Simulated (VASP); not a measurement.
# Bi (R-3m) in VASP: notebook

Runs on Bi. Level: LDA. Tasks: single point.

All numbers are computed with VASP 6.6.1; they aren't measurements. Logs are shortened: lines on timing, memory, paths and dates and some standing lists are left out, and cuts for length are marked.

## 1. The cell of the first run

The structure is trigonal, space group R-3m (No. 166). The conventional cell has a = 4.453 Å, b = 4.453 Å, c = 11.620 Å, α = 90.00°, β = 90.00°, γ = 120.00°. Bi (site symmetry 3m) has 6 Bi at 3.01 to 3.46 Å within 4.0 Å.

## 2. Single point, LDA (volume scaled by 0.94)

INCAR

```
SYSTEM = Bi
ALGO = Normal
EDIFF = 1E-6
ENCUT = 520
ISIF = 2
ISMEAR = -1
LASPH = .True.
LCHARG = .False.
LREAL = .False.
LWAVE = .False.
NBANDS = 22
NELM = 80
PREC = Accurate
SIGMA = 0.03
```

KPOINTS

```
k-points
0
Gamma
  11 11 11
  0 0 0
```

POSCAR

```
Bi
1.0
    2.2265989101      1.2855274801      3.8732834739
   -2.2265989101      1.2855274801      3.8732834739
    0.0000000000     -2.5710549601      3.8732834739
Bi
2
Direct
    0.2338900000      0.2338900000      0.2338900000
    0.7661100000      0.7661100000      0.7661100000
```

Potentials or basis: VASP PAW LDA potentials, release 64 (Bi_d).

Started as:

```bash
$ cat potpaw_LDA.64/Bi_d/POTCAR > POTCAR
$ mpirun -np 1 vasp_std > vasp.out
```

OUTCAR:

```text
SYSTEM = Bi
   EDIFF = 1E-6
   ENCUT = 520
   ISIF = 2
   ISMEAR = -1
   LASPH = .True.
   LREAL = .False.
   NELM = 80
   PREC = Accurate

 ion  position               nearest neighbor table
   1  0.234  0.234  0.234-   2 3.01   2 3.01   2 3.01   2 3.46   2 3.46   2 3.46
   2  0.766  0.766  0.766-   1 3.01   1 3.01   1 3.01   1 3.46   1 3.46   1 3.46

  LATTYP: Found a trigonal (rhomboedric) cell.
 ALAT       =     4.6489405758
 COS(alpha) =     0.5412184017

  Lattice vectors:

 A1 = (   2.2265989101,   1.2855274801,   3.8732834739)
 A2 = (  -2.2265989101,   1.2855274801,   3.8732834739)
 A3 = (   0.0000000000,  -2.5710549601,   3.8732834739)

Analysis of symmetry for initial positions (statically):
=====================================================================
 Subroutine PRICEL returns:
 Original cell was already a primitive cell.

 Routine SETGRP: Setting up the symmetry group for a
 trigonal (rhombohedral) supercell.

 Subroutine GETGRP returns: Found 12 space group operations
 (whereof 12 operations were pure point group operations)
 out of a pool of 12 trial point group operations.

The static configuration has the point symmetry D_3d.

Analysis of symmetry for dynamics (positions and initial velocities):
=====================================================================
 Subroutine PRICEL returns:
 Original cell was already a primitive cell.

 Routine SETGRP: Setting up the symmetry group for a
 trigonal (rhombohedral) supercell.

 Subroutine GETGRP returns: Found 12 space group operations
 (whereof 12 operations were pure point group operations)
 out of a pool of 12 trial point group operations.

The dynamic configuration has the point symmetry D_3d.

 Subroutine INISYM returns: Found 12 space group operations
 (whereof 12 operations are pure point group operations),
 and found     1 'primitive' translations

----------------------------------------------------------------------------------------

                                     Primitive cell

  volume of cell :      66.5203

  direct lattice vectors                    reciprocal lattice vectors
     2.226598910  1.285527480  3.873283474     0.224557731  0.129648467  0.086059628
    -2.226598910  1.285527480  3.873283474    -0.224557731  0.129648467  0.086059628
     0.000000000 -2.571054960  3.873283474     0.000000000 -0.259296933  0.086059628

  length of vectors
     4.648940576  4.648940576  4.648940576     0.273205342  0.273205342  0.273205342

  position of ions in fractional coordinates (direct lattice)
     0.233890000  0.233890000  0.233890000
     0.766110000  0.766110000  0.766110000

  ion indices of the primitive-cell ions
   primitive index   ion index
                 1           1
                 2           2

----------------------------------------------------------------------------------------

 KPOINTS: k-points

Automatic generation of k-mesh.
 Grid dimensions read from file:
 generate k-points for:   11   11   11

 Generating k-lattice:

  Cartesian coordinates                     Fractional coordinates (reciprocal lattice)
     0.020414339  0.011786224  0.007823603     0.090909091 -0.000000000 -0.000000000
    -0.020414339  0.011786224  0.007823603    -0.000000000  0.090909091 -0.000000000
     0.000000000 -0.023572448  0.007823603     0.000000000  0.000000000  0.090909091

  Length of vectors
     0.024836849  0.024836849  0.024836849

  Shift w.r.t. Gamma in fractional coordinates (k-lattice)
     0.000000000  0.000000000  0.000000000

 Subroutine IBZKPT returns following result:
 ===========================================

 Found    146 irreducible k-points:

 Following reciprocal coordinates:
            Coordinates               Weight
  0.000000  0.000000  0.000000      1.000000
  0.090909  0.000000 -0.000000      6.000000
  0.181818  0.000000 -0.000000      6.000000
  0.272727  0.000000  0.000000      6.000000
  0.363636  0.000000  0.000000      6.000000
  0.454545  0.000000  0.000000      6.000000
[... 16 lines left out ...]
 -0.272727  0.181818 -0.000000     12.000000
 -0.181818  0.181818  0.000000      6.000000
 [... further k-points ...]
   k-points           NKPTS =    146   k-points in BZ     NKDIM =    146   number of bands    NBANDS=     22
   number of dos      NEDOS =    301   number of ions     NIONS =      2
   total plane-waves  NPLWV =  46656
   dimension x,y,z NGX =    36 NGY =   36 NGZ =   36
   dimension x,y,z NGXF=    72 NGYF=   72 NGZF=   72
   ions per type =               2
   NGX,Y,Z   is equivalent  to a cutoff of  12.87, 12.87, 12.87 a.u.
   NGXF,Y,Z  is equivalent  to a cutoff of  25.75, 25.75, 25.75 a.u.
 SYSTEM =  Bi
   PREC   = accura    normal or accurate (medium, high low for compatibility)
   ISTART =      0    job   : 0-new  1-cont  2-samecut
   ICHARG =      2    charge: 1-file 2-atom 10-const
   ISPIN  =      1    spin polarized calculation?
   LNONCOLLINEAR =      F non collinear calculations
   LSORBIT =      F    spin-orbit coupling
   LASPH  =      T    aspherical Exc in radial PAW
   ENCUT  =  520.0 eV  38.22 Ry    6.18 a.u.   8.64  8.64  8.64*2*pi/ulx,y,z
   NELM   =     80;   NELMIN=  2; NELMDL= -5     # of ELM steps
   EDIFF  = 0.1E-05   stopping-criterion for ELM
   LREAL  =      F    real-space projection
   EDIFFG = 0.1E-04   stopping-criterion for IOM
   NSW    =      0    number of steps for IOM
   IBRION =     -1    ionic relax: 0-MD 1-quasi-New 2-CG
   NFREE  =      0    steps in history (QN), initial steepest desc. (CG)
   ISIF   =      2    stress and relaxation
   ISYM   =      2    0-nonsym 1-usesym 2-fastsym
   POTIM  = 0.5000    time-step for ionic-motion
   TEBEG  =    0.0;   TEEND  =   0.0 temperature during run
   PSTRESS=    0.0 pullay stress
   NELECT =      30.0000    total number of electrons
   NUPDOWN=      -1.0000    fix difference up-down
   EMIN   =  10.00;   EMAX   =-10.00  energy-range for DOS
   EFERMI =   0.00;   METHOD = LEGACY
   ISMEAR =    -1;   SIGMA  =   0.03  broadening in eV -4-tet -1-fermi 0-gaus
   EFERMI_NEDOS =   21; number of points for ismear=-14 and -15
   IALGO  =     38    algorithm
   IMIX   =      4    mixing-type and parameters
     AMIX     =   0.40;   BMIX     =  1.00
     AMIX_MAG =   1.60;   BMIX_MAG =  1.00
  volume/ion in A,a.u.               =      33.26       224.45
  Fermi-wavevector in a.u.,A,eV,Ry     =   1.255444  2.372445 21.444676  1.576139
  Thomas-Fermi vector in A             =   2.389200
   LORBIT       =      0    0 simple, 1 ext, 2 COOP (PROOUT), +10 PAW based schemes
   GGA     = CA    functional components
   LHFCALC =     F    Hartree Fock is set to
   AEXX    =    0.0000 exact exchange contribution
   IVDW    =     0    specifies the selected vdW correction
   LEPSILON=     F    determine dielectric tensor
   LRPA    =     F    only Hartree local field effects (RPA)
 non-spin polarized calculation
  energy-cutoff  :      520.00
  volume of cell :       66.52
 maximum number of plane-waves:      1815
   NGX = 17   NGY = 17   NGZ = 17

 number of electron      30.0000001 magnetization

 Free energy of the ion-electron system (eV)
  ---------------------------------------------------
  ext. energy  EPLUGINS =         0.00000000
  ---------------------------------------------------
  free energy    TOTEN  =        -9.11047037 eV

  energy without entropy =       -9.10991354  energy(sigma->0) =       -9.11019196

 E-fermi :   6.7530     XC(G=0): -10.0565

 val. band max:        6.7485530082   @ k =   0.2727   0.2727   0.1818
 cond. band min:       6.9407285765   @ k =   0.4545   0.0909   0.0909
 fundamental gap:      0.1921755683
 Fermi energy:         6.7529517610

 k-point     1 :       0.0000    0.0000    0.0000
  band No.  band energies     occupation
      1     -16.2330      2.00000
      2     -16.2330      2.00000
      3     -16.0499      2.00000
      4     -16.0499      2.00000
      5     -16.0296      2.00000
      6     -15.8233      2.00000
[... 14 lines left out ...]
     21      12.5909      0.00000
     22      13.0201      0.00000

 k-point     2 :       0.0909    0.0000   -0.0000
  band No.  band energies     occupation
      1     -16.2258      2.00000
      2     -16.2238      2.00000
      3     -16.0466      2.00000
      4     -16.0442      2.00000
      5     -16.0247      2.00000
      6     -15.8280      2.00000
[... 14 lines left out ...]
     21      12.6660      0.00000
     22      13.7776      0.00000

 k-point     3 :       0.1818    0.0000   -0.0000
  band No.  band energies     occupation
      1     -16.2054      2.00000
      2     -16.1971      2.00000
      3     -16.0379      2.00000
      4     -16.0277      2.00000
      5     -16.0098      2.00000
      6     -15.8434      2.00000
[... 14 lines left out ...]
     21      13.0309      0.00000
     22      15.2279      0.00000

 k-point     4 :       0.2727    0.0000    0.0000
  band No.  band energies     occupation
      1     -16.1752      2.00000
      2     -16.1551      2.00000
      3     -16.0264      2.00000
      4     -16.0026      2.00000
      5     -15.9855      2.00000
      6     -15.8706      2.00000
[... 14 lines left out ...]
     21      13.7415      0.00000
     22      16.8843      0.00000

 k-point     5 :       0.3636    0.0000    0.0000
  band No.  band energies     occupation
      1     -16.1424      2.00000
      2     -16.1018      2.00000
      3     -16.0152      2.00000
      4     -15.9724      2.00000
      5     -15.9568      2.00000
      6     -15.9064      2.00000
[... 417 lines left out ...]
 k-point    22 :      -0.3636    0.1818    0.0000
  band No.  band energies     occupation
      1     -16.1552      2.00000
      2     -16.0109      2.00000
      3     -15.9996      2.00000
      4     -15.9917      2.00000
      5     -15.9511      2.00000
      6     -15.9185      2.00000
[... 14 lines left out ...]
     21      14.6980      0.00000
     22      17.1396      0.00000

 k-point    23 :      -0.2727    0.1818   -0.0000
  band No.  band energies     occupation
      1     -16.1762      2.00000
      2     -16.0571      2.00000
      3     -16.0113      2.00000
      4     -15.9902      2.00000
      5     -15.9435      2.00000
      6     -15.9218      2.00000
[... 14 lines left out ...]
     21      15.7988      0.00000
     22      16.4827      0.00000

 k-point    24 :      -0.1818    0.1818    0.0000
  band No.  band energies     occupation
      1     -16.1953      2.00000
      2     -16.1120      2.00000
      3     -16.0232      2.00000
      4     -16.0102      2.00000
      5     -15.9568      2.00000
      6     -15.9007      2.00000
[... 14 lines left out ...]
     21      14.9808      0.00000
     22      15.3952      0.00000

 [... further k-points ...]

------------------------ aborting loop because EDIFF is reached ----------------------------------------

  FORCE on cell =-STRESS in cart. coord.  units (eV):
  Direction    XX          YY          ZZ          XY          YZ          ZX
  --------------------------------------------------------------------------------------
  -------------------------------------------------------------------------------------
  Total        0.6494013      0.6494013      0.4807061      0.0000000      0.0000000      0.0000000
  in kB       15.6411908     15.6411908     11.5780738      0.0000000      0.0000000      0.0000000
  external PRESSURE =      14.2868185 kB  Pullay stress =       0.0000000 kB

 VOLUME and BASIS-vectors are now :
 -----------------------------------------------------------------------------
  energy-cutoff  :      520.00
  volume of cell :       66.52
      direct lattice vectors                 reciprocal lattice vectors
     2.226598910  1.285527480  3.873283474     0.224557731  0.129648467  0.086059628
    -2.226598910  1.285527480  3.873283474    -0.224557731  0.129648467  0.086059628
     0.000000000 -2.571054960  3.873283474     0.000000000 -0.259296933  0.086059628

 POSITION                                       TOTAL-FORCE (eV/Angst)
 -----------------------------------------------------------------------------------
      0.00000      0.00000      2.71777         0.000000      0.000000      0.360911
      0.00000      0.00000      8.90208         0.000000     -0.000000     -0.360911
 -----------------------------------------------------------------------------------
    total drift:                                0.000000     -0.000000      0.000000

  FREE ENERGIE OF THE ION-ELECTRON SYSTEM (eV)
  ---------------------------------------------------
  free  energy   TOTEN  =        -9.1104703692 eV

  energy  without entropy=       -9.1099135435  energy(sigma->0) =       -9.11019196
```

Wall time 79 s (1 thread of AMD EPYC 9R45 (Zen 5), shared host); peak memory 0.26 GiB.

Results:

```yaml
Free_energy: -9.1105 eV
Pressure: 1.4 GPa
Largest_force: 0.361 eV/Å
Band_gap_on_the_k_mesh: zero (band 15 reaches 6.75 eV, above the bottom of band 16 at 6.68 eV)
```

Forces on the atoms (eV/Å):
```
Bi   0.000  0.000  0.361
Bi   0.000  0.000 -0.361
```

Levels at points of the mesh, in eV from the Fermi level:
```tsv
k point	band 11	band 12	band 13	band 14	band 15	band 16	band 17	band 18	band 19	band 20
(0.00, 0.00, 0.00)	-13.50	-7.24	-1.60	-1.30	-1.30	2.55	3.06	3.06	5.70	5.84
```

Caveat: spin-orbit coupling is left out, which moves the levels of the heavy elements.

## 3. Single point, LDA (volume scaled by 0.98)

INCAR

```
PREC = Accurate
ENCUT = 520
EDIFF = 1E-7
ISMEAR = -1
SIGMA = 0.03
LREAL = F
LASPH = T
NELM = 60
ALGO = Normal
ISIF = 2
LWAVE = F
LCHARG = T
GGA = CA
LELF = T
LVHAR = T
NBANDS = 22
```

KPOINTS

```
regular mesh
0
Gamma
  11 11 11
```

POSCAR

```
Bi
1.0
    2.2577441873      1.3035092143      3.9274622876
   -2.2577441873      1.3035092143      3.9274622876
    0.0000000000     -2.6070184286      3.9274622876
Bi
2
Direct
    0.2338900000      0.2338900000      0.2338900000
    0.7661100000      0.7661100000      0.7661100000
```

Potentials or basis: VASP PAW LDA potentials, release 64 (Bi_d).

Started as:

```bash
$ cat potpaw_LDA.64/Bi_d/POTCAR > POTCAR
$ mpirun -np 1 vasp_std > vasp.out
```

Run time: 94 s. Hardware: 1 thread of AMD EPYC 9R45 (Zen 5), shared host; peak memory 0.26 GiB.

Results (log left out):

```
Free energy            : -9.1163 eV
Pressure               : -0.8 GPa
Largest force          : 0.154 eV/Å
Band gap on the k mesh : zero (band 15 reaches 6.22 eV, above the bottom of band 16 at 6.16 eV)
```

Forces in eV/Å, atoms in the order of the input:
```
Bi   0.000  0.000  0.154
Bi   0.000  0.000 -0.154
```

Levels at points of the mesh, in eV from the Fermi level:
| k point | band 13 | band 14 | band 15 | band 16 | band 17 | band 18 |
| --- | --- | --- | --- | --- | --- | --- |
| (0.00, 0.00, 0.00) | -1.49 | -1.22 | -1.22 | 2.52 | 2.99 | 2.99 |

Caveat: spin-orbit coupling is left out, which moves the levels of the heavy elements.

## 4. Single point, LDA (volume scaled by 1.01)

INCAR

```
SYSTEM = Bi
ALGO = Normal ; EDIFF = 1E-7
ENCUT = 520 ; ISIF = 2
ISMEAR = -1 ; LASPH = .TRUE.
LCHARG = .TRUE. ; LELF = .TRUE.
LREAL = .FALSE. ; LVHAR = .TRUE.
LWAVE = .FALSE. ; NBANDS = 22
NELM = 60 ; PREC = Accurate
SIGMA = 0.03
```

KPOINTS

```
k-points
0
G
  11 11 11
  0 0 0
```

POSCAR

```
Bi
1.0
    2.2805512278      1.3166768653      3.9671363091
   -2.2805512278      1.3166768653      3.9671363091
    0.0000000000     -2.6333537305      3.9671363091
Bi
2
Direct
    0.2338900000      0.2338900000      0.2338900000
    0.7661100000      0.7661100000      0.7661100000
```

Started as:

```bash
$ cat potpaw_LDA.64/Bi_d/POTCAR > POTCAR
$ mpirun -np 1 vasp_std > vasp.out
```

Run time: 94 s. Hardware: 1 thread of AMD EPYC 9R45 (Zen 5), shared host; peak memory 0.27 GiB.

It converged, with:

| Quantity | Value |
| --- | --- |
| Free energy | -9.0968 eV |
| Pressure | -2.2 GPa |
| Largest force | 0.017 eV/Å |
| Band gap on the k mesh | zero (band 15 reaches 5.86 eV, above the bottom of band 16 at 5.80 eV) |

Forces in eV/Å, atoms in the order of the input:
```
Bi   0.000  0.000  0.017
Bi   0.000  0.000 -0.017
```

Stress tensor (GPa, compression positive):
```
-2.28  0.00  0.00
 0.00 -2.28  0.00
 0.00  0.00 -2.06
```

Levels at points of the mesh, in eV from the Fermi level:
| k point | band 11 | band 12 | band 13 | band 14 | band 15 | band 16 | band 17 | band 18 | band 19 | band 20 |
| --- | --- | --- | --- | --- | --- | --- | --- | --- | --- | --- |
| (0.00, 0.00, 0.00) | -12.97 | -7.50 | -1.42 | -1.16 | -1.16 | 2.49 | 2.94 | 2.94 | 5.71 | 5.85 |

Caveat: spin-orbit coupling is left out, which moves the levels of the heavy elements.

## 5. Summary

```csv
cell,gap on the mesh (eV),pressure (GPa),largest force (eV/Å)
"a = 4.649 Å, angles 57.2°, 2 atoms",none,1.4,0.36
"a = 4.714 Å, angles 57.2°, 2 atoms",none,-0.8,0.15
"a = 4.762 Å, angles 57.2°, 2 atoms",none,-2.2,0.02
```

Alike in all rows: task single point; level LDA; potentials or basis VASP PAW LDA potentials, release 64 (Bi_d); no spin polarisation; k mesh 11 × 11 × 11; cutoff (eV) 520; smearing fermi-dirac 0.03 eV.

Caveats: spin-orbit coupling is left out, which moves the levels of the heavy elements.

Absolute energies hang on the potentials; compare differences alone.
